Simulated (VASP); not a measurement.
Write the native input for VASP 6.6.1 that does the following.

```
Task                   : relaxation of cell and atoms
Functional             : PBEsol
Potentials or basis    : VASP PAW PBE potentials, release 64 (In_d)
Cutoff                 : 600 eV
k mesh                 : 14 × 14 × 14
Occupations            : fermi-dirac, width 0.05 eV
Spin                   : no spin polarisation
Target pressure        : 320 GPa
Dipole correction      : no
Further INCAR settings : ALGO = Normal; EDIFF = 1e-06; IBRION = 2; EDIFFG = -0.005; NSW = 32; ISIF = 3
```

The structure of In lies in POSCAR:

```
In
1.0
    0.0000000000      2.3612024380      2.3612024380
    2.3612024380      0.0000000000      2.3612024380
    2.3612024380      2.3612024380      0.0000000000
In
2
Direct
   -0.1250000000     -0.1250000000     -0.1250000000
    0.1250000000      0.1250000000      0.1250000000
```

This isn't the form of In at room conditions, which is tetragonal.

The input as run:

INCAR

```
PREC = Accurate ; ENCUT = 600
EDIFF = 1E-6 ; ISMEAR = -1
SIGMA = 0.05 ; LREAL = F
LASPH = T ; NELM = 80
ALGO = Normal ; ISIF = 3
LWAVE = F ; LCHARG = F
GGA = PS ; IBRION = 2
NSW = 32 ; EDIFFG = -0.005
PSTRESS = 3200.0
```

KPOINTS

```
regular mesh
0
Gamma
  14 14 14
```

Potentials or basis: VASP PAW PBE potentials, release 64 (In_d).

Launch:

```sh
$ cat potpaw_PBE.64/In_d/POTCAR > POTCAR
$ mpirun -np 1 vasp_std > vasp.out
```

It gave:

The relaxed volume is 13.20 Å³/atom, the relaxed cell is a = 3.342 Å, b = 3.342 Å, c = 3.342 Å, α = 60.00°, β = 60.00°, γ = 60.00° and the space group after relaxing (to 0.1 Å) is Fd-3m (No. 227). The energy change on relaxing (the run minimises the enthalpy) is -63.7 meV/atom and the ionic steps are 3. The pressure after relaxing is 320.0 GPa. The band gap on the k mesh is zero (bands 13 and 14 overlap by 12.02 eV).

Caveat: the cell is relaxed towards a set pressure, so the run minimises the enthalpy, not the energy; the PAW data sets were made with another functional, which shifts forces and pressure a little; spin-orbit coupling is left out, which moves the levels of the heavy elements.

Wall time 2.9 min on 1 thread of Intel Xeon 8259CL (shared host), peak memory 0.2 GiB.
